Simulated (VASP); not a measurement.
A run of VASP 6.6.1 is set up as follows.

INCAR

```
SYSTEM = BeS
  PREC = Accurate
  ENCUT = 600
  EDIFF = 1E-6
  ISMEAR = 0
  SIGMA = 0.01
  LREAL = .FALSE.
  LASPH = .TRUE.
  NELM = 100
  ALGO = Normal
  ISIF = 3
  LWAVE = .FALSE.
  LCHARG = .FALSE.
  GGA = CA
  IBRION = 2
  NSW = 100
  EDIFFG = -0.002
  PSTRESS = 150.0
```

Contents of KPOINTS:

```
regular mesh
0
G
  10 10 10
  0 0 0
```

POSCAR

```
BeS
1.0
    0.0000000000      2.3981669820      2.3981669820
    2.3981669820      0.0000000000      2.3981669820
    2.3981669820      2.3981669820      0.0000000000
Be S
1 1
Direct
    0.0000000000      0.0000000000      0.0000000000
    0.7500000000      0.7500000000      0.7500000000
```

Potentials or basis: VASP PAW LDA potentials, release 64 (Be, S).

Command:

```sh
$ cat potpaw_LDA.64/Be/POTCAR potpaw_LDA.64/S/POTCAR > POTCAR
$ mpirun -np 1 vasp_std > vasp.out
```

Estimate the relaxed volume.

12.27 Å³/atom.

Estimate the relaxed cell.

a = 3.262 Å, b = 3.262 Å, c = 3.262 Å, α = 60.00°, β = 60.00°, γ = 60.00°.

Final structure:
```
Be S
1.0
     0.00000    2.30624    2.30624
     2.30624    0.00000    2.30624
     2.30624    2.30624    0.00000
Be S
1 1
Direct
  0.00000 0.00000 0.00000
  0.75000 0.75000 0.75000
```

Caveat: the cell is relaxed towards a set pressure, so the enthalpy falls and the energy may rise. Zero-point motion and thermal expansion aren't in these numbers.
